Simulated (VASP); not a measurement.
# Mg4C in VASP: notebook

The runs below take Mg4C through relaxation of the atoms, with LDA.

Everything below comes from runs of VASP 6.6.1. Logs are shortened: lines on timing, memory, paths and dates and some standing lists are left out, and cuts for length are marked.

## Step 1: The cell of the first run

The cell holds a slab with vacuum, 5 atoms: a = 3.147 Å, b = 3.147 Å, c = 23.061 Å, α = 90.00°, β = 90.00°, γ = 120.00°.

## Step 2: Relaxation of the atoms, LDA

File INCAR:

```
PREC = Accurate ; ENCUT = 520
EDIFF = 1E-6 ; ISMEAR = 0
SIGMA = 0.1 ; LREAL = F
LASPH = T ; NELM = 100
ALGO = Normal ; ISIF = 2
LWAVE = F ; LCHARG = F
LDIPOL = T ; IDIPOL = 3
DIPOL = 0.5 0.5 0.381 ; GGA = CA
IBRION = 2 ; NSW = 36
EDIFFG = -0.025
```

File KPOINTS:

```
Automatic mesh
0
Gamma
  9 9 1
```

File POSCAR:

```
Mg4C
1.0
    3.1466128692      0.0000000000      0.0000000000
   -1.5733064346      2.7250466806      0.0000000000
    0.0000000000      0.0000000000     23.0605951812
Mg C
4 1
Selective dynamics
Direct
    0.6666666667      0.3333333333      0.1734560608  F F F
    0.3333333333      0.6666666667      0.2827092830  F F F
    0.6666666667      0.3333333333      0.3902185408  F F F
    0.3333333333      0.6666666667      0.5013138252  F F F
    0.3333333333      1.1666666667      0.5597714231  F F T
```

Potentials or basis: VASP PAW LDA potentials, release 64 (Mg, C).

The run is started by

```sh
$ cat potpaw_LDA.64/Mg/POTCAR potpaw_LDA.64/C/POTCAR > POTCAR
$ mpirun -np 1 vasp_std > vasp.out
```

OUTCAR:

```text
PREC = Accurate
   ENCUT = 520
   EDIFF = 1E-6
   ISMEAR = 0
   LREAL = F
   LASPH = T
   NELM = 100
   ISIF = 2
   GGA = CA
   IBRION = 2
   NSW = 36
   EDIFFG = -0.025

 ion  position               nearest neighbor table
   1  0.667  0.333  0.173-   2 3.11   2 3.11   2 3.11
   2  0.333  0.667  0.283-   3 3.07   3 3.07   3 3.07   1 3.11   1 3.11   1 3.11
   3  0.667  0.333  0.390-   2 3.07   2 3.07   2 3.07   4 3.14   4 3.14   4 3.14
   4  0.333  0.667  0.501-   5 2.07   5 2.07   3 3.14   3 3.14   3 3.14
   5  0.333  0.167  0.560-   4 2.07   4 2.07

  LATTYP: Found a hexagonal cell.
 ALAT       =     3.1466128692
 C/A-ratio  =     7.3287042734

  Lattice vectors:

 A1 = (   3.1466128692,   0.0000000000,   0.0000000000)
 A2 = (  -1.5733064346,   2.7250466806,   0.0000000000)
 A3 = (   0.0000000000,   0.0000000000,  23.0605951812)

Analysis of symmetry for initial positions (statically):
=====================================================================
 Subroutine PRICEL returns:
 Original cell was already a primitive cell.

 Routine SETGRP: Setting up the symmetry group for a
 hexagonal supercell.

 Subroutine GETGRP returns: Found  2 space group operations
 (whereof  2 operations were pure point group operations)
 out of a pool of 24 trial point group operations.

The static configuration has the point symmetry C_1h.

Analysis of symmetry for dynamics (positions and initial velocities):
=====================================================================
 Subroutine PRICEL returns:
 Original cell was already a primitive cell.

 Routine SETGRP: Setting up the symmetry group for a
 hexagonal supercell.

 Subroutine GETGRP returns: Found  2 space group operations
 (whereof  2 operations were pure point group operations)
 out of a pool of 24 trial point group operations.

The dynamic configuration has the point symmetry C_1h.

Analysis of constrained symmetry for selective dynamics:
=====================================================================
 Subroutine PRICEL returns:
 Original cell was already a primitive cell.

 Routine SETGRP: Setting up the symmetry group for a
 hexagonal supercell.

 Subroutine GETGRP returns: Found  2 space group operations
 (whereof  2 operations were pure point group operations)
 out of a pool of 24 trial point group operations.

The constrained configuration has the point symmetry C_1h.

 Subroutine INISYM returns: Found  2 space group operations
 (whereof  2 operations are pure point group operations),
 and found     1 'primitive' translations

----------------------------------------------------------------------------------------

                                     Primitive cell

  volume of cell :     197.7369

  direct lattice vectors                    reciprocal lattice vectors
     3.146612869  0.000000000  0.000000000     0.317802044  0.183483095  0.000000000
    -1.573306435  2.725046681  0.000000000     0.000000000  0.366966191  0.000000000
     0.000000000  0.000000000 23.060595181     0.000000000  0.000000000  0.043364015

  length of vectors
     3.146612869  3.146612869 23.060595181     0.366966191  0.366966191  0.043364015

  position of ions in fractional coordinates (direct lattice)
     0.666666667  0.333333333  0.173456061
     0.333333333  0.666666667  0.282709283
     0.666666667  0.333333333  0.390218541
     0.333333333  0.666666667  0.501313825
     0.333333333  0.166666667  0.559771423

  ion indices of the primitive-cell ions
   primitive index   ion index
                 1           1
                 2           2
                 3           3
                 4           4
                 5           5

----------------------------------------------------------------------------------------

 KPOINTS: Automatic mesh

Automatic generation of k-mesh.
 Grid dimensions read from file:
 generate k-points for:    9    9    1

 Generating k-lattice:

  Cartesian coordinates                     Fractional coordinates (reciprocal lattice)
     0.035311338  0.020387011  0.000000000     0.111111111 -0.000000000  0.000000000
     0.000000000  0.040774021  0.000000000     0.000000000  0.111111111  0.000000000
     0.000000000  0.000000000  0.043364015     0.000000000  0.000000000  1.000000000

  Length of vectors
     0.040774021  0.040774021  0.043364015

  Shift w.r.t. Gamma in fractional coordinates (k-lattice)
     0.000000000  0.000000000  0.000000000

 Subroutine IBZKPT returns following result:
 ===========================================

 Found     25 irreducible k-points:

 Following reciprocal coordinates:
            Coordinates               Weight
  0.000000  0.000000  0.000000      1.000000
  0.111111  0.000000  0.000000      2.000000
  0.000000  0.111111  0.000000      4.000000
  0.222222  0.000000  0.000000      2.000000
  0.000000  0.222222  0.000000      4.000000
  0.333333  0.000000  0.000000      2.000000
[... 16 lines left out ...]
 -0.222222 -0.444444  0.000000      4.000000
  0.444444  0.333333  0.000000      4.000000
   k-points           NKPTS =     25   k-points in BZ     NKDIM =     25   number of bands    NBANDS=     10
   number of dos      NEDOS =    301   number of ions     NIONS =      5
   total plane-waves  NPLWV = 103680
   dimension x,y,z NGX =    24 NGY =   24 NGZ =  180
   dimension x,y,z NGXF=    48 NGYF=   48 NGZF=  360
   ions per type =               4   1
   NGX,Y,Z   is equivalent  to a cutoff of  12.68, 12.68, 12.98 a.u.
   NGXF,Y,Z  is equivalent  to a cutoff of  25.36, 25.36, 25.95 a.u.
 SYSTEM =  unknown system
   PREC   = accura    normal or accurate (medium, high low for compatibility)
   ISTART =      0    job   : 0-new  1-cont  2-samecut
   ICHARG =      2    charge: 1-file 2-atom 10-const
   ISPIN  =      1    spin polarized calculation?
   LNONCOLLINEAR =      F non collinear calculations
   LSORBIT =      F    spin-orbit coupling
   LASPH  =      T    aspherical Exc in radial PAW
   ENCUT  =  520.0 eV  38.22 Ry    6.18 a.u.   5.85  5.85 42.88*2*pi/ulx,y,z
   NELM   =    100;   NELMIN=  2; NELMDL= -5     # of ELM steps
   EDIFF  = 0.1E-05   stopping-criterion for ELM
   LREAL  =      F    real-space projection
   EDIFFG = -.3E-01   stopping-criterion for IOM
   NSW    =     36    number of steps for IOM
   IBRION =      2    ionic relax: 0-MD 1-quasi-New 2-CG
   NFREE  =      1    steps in history (QN), initial steepest desc. (CG)
   ISIF   =      2    stress and relaxation
   ISYM   =      2    0-nonsym 1-usesym 2-fastsym
   POTIM  = 0.5000    time-step for ionic-motion
   TEBEG  =    0.0;   TEEND  =   0.0 temperature during run
   PSTRESS=    0.0 pullay stress
   NELECT =      12.0000    total number of electrons
   NUPDOWN=      -1.0000    fix difference up-down
   EMIN   =  10.00;   EMAX   =-10.00  energy-range for DOS
   EFERMI =   0.00;   METHOD = LEGACY
   ISMEAR =     0;   SIGMA  =   0.10  broadening in eV -4-tet -1-fermi 0-gaus
   EFERMI_NEDOS =   21; number of points for ismear=-14 and -15
   IALGO  =     38    algorithm
   IMIX   =      4    mixing-type and parameters
     AMIX     =   0.40;   BMIX     =  1.00
     AMIX_MAG =   1.60;   BMIX_MAG =  1.00
  volume/ion in A,a.u.               =      39.55       266.88
  Fermi-wavevector in a.u.,A,eV,Ry     =   0.643338  1.215733  5.631234  0.413884
  Thomas-Fermi vector in A             =   1.710305
   LORBIT       =      0    0 simple, 1 ext, 2 COOP (PROOUT), +10 PAW based schemes
   GGA     = CA    functional components
   LHFCALC =     F    Hartree Fock is set to
   AEXX    =    0.0000 exact exchange contribution
   IVDW    =     0    specifies the selected vdW correction
   LEPSILON=     F    determine dielectric tensor
   LRPA    =     F    only Hartree local field effects (RPA)
 conjugate gradient relaxation of ions
 non-spin polarized calculation
 Gauss-broadening in eV      SIGMA  =   0.10
  energy-cutoff  :      520.00
  volume of cell :      197.74
 maximum number of plane-waves:      5354
   NGX = 11   NGY = 11   NGZ = 85

--------------------------------------- Ionic step        1  -------------------------------------------

 number of electron      12.0000000 magnetization

 Free energy of the ion-electron system (eV)
  ---------------------------------------------------
  ext. energy  EPLUGINS =         0.00000000
  ---------------------------------------------------
  free energy    TOTEN  =       -11.47258219 eV

  energy without entropy =      -11.45188118  energy(sigma->0) =      -11.46223168

------------------------ aborting loop because EDIFF is reached ----------------------------------------

  FORCE on cell =-STRESS in cart. coord.  units (eV):
  Direction    XX          YY          ZZ          XY          YZ          ZX
  --------------------------------------------------------------------------------------
  -------------------------------------------------------------------------------------
  Total       -2.3353221     -0.4820764      0.6041457     -1.6049578      0.1526668      0.2644267
  in kB      -18.9221116     -3.9060582      4.8951332    -13.0042837      1.2369939      2.1425361
  external PRESSURE =      -5.9776789 kB  Pullay stress =       0.0000000 kB
[... 65 lines left out ...]
--------------------------------------- Ionic step        3  -------------------------------------------

 number of electron      12.0000000 magnetization

 dipolmoment           0.000000      0.000000      0.159536 electrons x Angstroem

 Free energy of the ion-electron system (eV)
  ---------------------------------------------------
  ext. energy  EPLUGINS =         0.00000000
  ---------------------------------------------------
  free energy    TOTEN  =       -11.47569734 eV

  energy without entropy =      -11.45467126  energy(sigma->0) =      -11.46518430

 E-fermi :  -1.6971     XC(G=0):  -5.0891

 val. band max:       -1.7026066072   @ k =  -0.4444   0.3333   0.0000
 cond. band min:      -1.6703803717   @ k =   0.4444   0.1111   0.0000
 fundamental gap:      0.0322262355
 Fermi energy:        -1.6970855366

 k-point     1 :       0.0000    0.0000    0.0000
  band No.  band energies     occupation
      1     -11.7614      2.00000
      2      -8.4286      2.00000
      3      -7.3279      2.00000
      4      -5.7150      2.00000
      5      -3.8449      2.00000
      6      -2.3257      2.00000
      7      -0.1661      0.00000
      8      -0.1473      0.00000
      9       0.5441      0.00000
     10       1.7037      0.00000
[... 287 lines left out ...]
 k-point    24 :       0.4444    0.3333    0.0000
  band No.  band energies     occupation
      1      -9.7629      2.00000
      2      -4.0702      2.00000
      3      -3.7379      2.00000
      4      -2.8603      2.00000
      5      -2.2865      2.00000
      6      -1.8686      1.98474
      7      -1.7593      1.62081
      8      -0.6747      0.00000
      9      -0.4378      0.00000
     10       0.3289      0.00000

 [... further k-points ...]

------------------------ aborting loop because EDIFF is reached ----------------------------------------

 vacuum level on the upper side and lower side of the slab       (xc-potential included)         1.638        -1.749

  FORCE on cell =-STRESS in cart. coord.  units (eV):
  Direction    XX          YY          ZZ          XY          YZ          ZX
  --------------------------------------------------------------------------------------
  -------------------------------------------------------------------------------------
  Total       -2.5001509     -0.8679276      0.3816809     -1.4135468      0.1516001      0.2625790
  in kB      -20.2576483     -7.0324442      3.0925961    -11.4533627      1.2283501      2.1275648
  external PRESSURE =      -8.0658321 kB  Pullay stress =       0.0000000 kB
[... 20 lines left out ...]
  FREE ENERGIE OF THE ION-ELECTRON SYSTEM (eV)
  ---------------------------------------------------
  free  energy   TOTEN  =       -11.4756973395 eV

  energy  without entropy=      -11.4546712611  energy(sigma->0) =      -11.46518430

 reached required accuracy - stopping structural energy minimisation

 vacuum level on the upper side and lower side of the slab         5.596         2.166
```

Wall time 90 s (1 thread of Intel Xeon 6975P-C (Granite Rapids), shared host); peak memory 0.27 GiB.

Results:

| Quantity | Value |
| --- | --- |
| Free energy | -11.4757 eV |
| Energy gained by relaxing | 0.6 meV/atom |
| Ionic steps | 3 |
| Band gap on the k mesh | zero (bands 6 and 7 overlap by 0.15 eV) |

Step by step:
```csv
step,energy change (eV),largest force on free atoms (eV/Å),pressure (GPa)
1,0.0000,0.1812,-0.60
2,-0.0014,0.1363,-0.66
3,-0.0031,0.0008,-0.81
```

Final structure:
```
CELL_PARAMETERS angstrom
3.14661 0.00000 0.00000
-1.57331 2.72505 0.00000
0.00000 0.00000 23.06060
ATOMIC_POSITIONS crystal
Mg 0.66667 0.33333 0.17346
Mg 0.33333 0.66667 0.28271
Mg 0.66667 0.33333 0.39022
Mg 0.33333 0.66667 0.50131
C 0.33333 0.16667 0.56129
```

## Step 3: Relaxation of the atoms, LDA

File INCAR:

```
SYSTEM = Mg4C
ALGO = Normal
DIPOL = 0.5 0.5 0.386
EDIFF = 1E-7
EDIFFG = -0.025
ENCUT = 520
IBRION = 2
IDIPOL = 3
ISIF = 2
ISMEAR = 0
LASPH = .True.
LCHARG = .False.
LDIPOL = .True.
LREAL = .False.
LWAVE = .False.
NELM = 60
NSW = 36
PREC = Accurate
SIGMA = 0.1
```

File KPOINTS:

```
k-points
0
Gamma
  9 9 1
  0 0 0
```

POSCAR, as its differences from that of step 2:

```diff
@@ -13,2 +13,2 @@
     0.3333333333      0.6666666667      0.5013138252  F F F
-    0.3333333333      1.1666666667      0.5597714231  F F T
+    0.5000000000      1.0000000000      0.5805861504  F F T
```

Potentials or basis: VASP PAW LDA potentials, release 64 (Mg, C).

The run is started by

```sh
$ cat potpaw_LDA.64/Mg/POTCAR potpaw_LDA.64/C/POTCAR > POTCAR
$ mpirun -np 1 vasp_std > vasp.out
```

It took 1.9 min on 1 thread of Intel Xeon 6975P-C (Granite Rapids), shared host; peak memory 0.27 GiB.

The run converged. Its results:

* Free energy: -10.7304 eV
* Energy gained by relaxing: 0.2 meV/atom
* Ionic steps: 4
* Band gap on the k mesh: 0.04 eV (least direct gap 0.06 eV)

The path:
| step | energy change (eV) | largest force on free atoms (eV/Å) | pressure (GPa) |
| --- | --- | --- | --- |
| 1 | 0.0000 | 0.1328 | -1.47 |
| 2 | -0.0007 | 0.0869 | -1.50 |
| 3 | -0.0012 | 0.0304 | -1.57 |
| 4 | -0.0012 | 0.0013 | -1.55 |

Final structure:
```yaml
crystal:
  lattice:
    - [3.14661, 0.00000, 0.00000]
    - [-1.57331, 2.72505, 0.00000]
    - [0.00000, 0.00000, 23.06060]
  atoms:
    - { symbol: Mg, position: [0.66667, 0.33333, 0.17346] }
    - { symbol: Mg, position: [0.33333, 0.66667, 0.28271] }
    - { symbol: Mg, position: [0.66667, 0.33333, 0.39022] }
    - { symbol: Mg, position: [0.33333, 0.66667, 0.50131] }
    - { symbol: C, position: [0.50000, 0.00000, 0.58140] }
```

Levels at points of the mesh, in eV from the valence-band top:
| k point | band 2 | band 3 | band 4 | band 5 | band 6 | band 7 | band 8 | band 9 | band 10 |
| --- | --- | --- | --- | --- | --- | --- | --- | --- | --- |
| (0.00, 0.00, 0.00) | -6.71 | -5.69 | -4.18 | -2.30 | -0.86 | 1.11 | 2.25 | 2.35 | 3.07 |

Caveat: the smearing spreads over this small gap.

The gap in the log of VASP goes by the Fermi energy; the results here count the filled bands.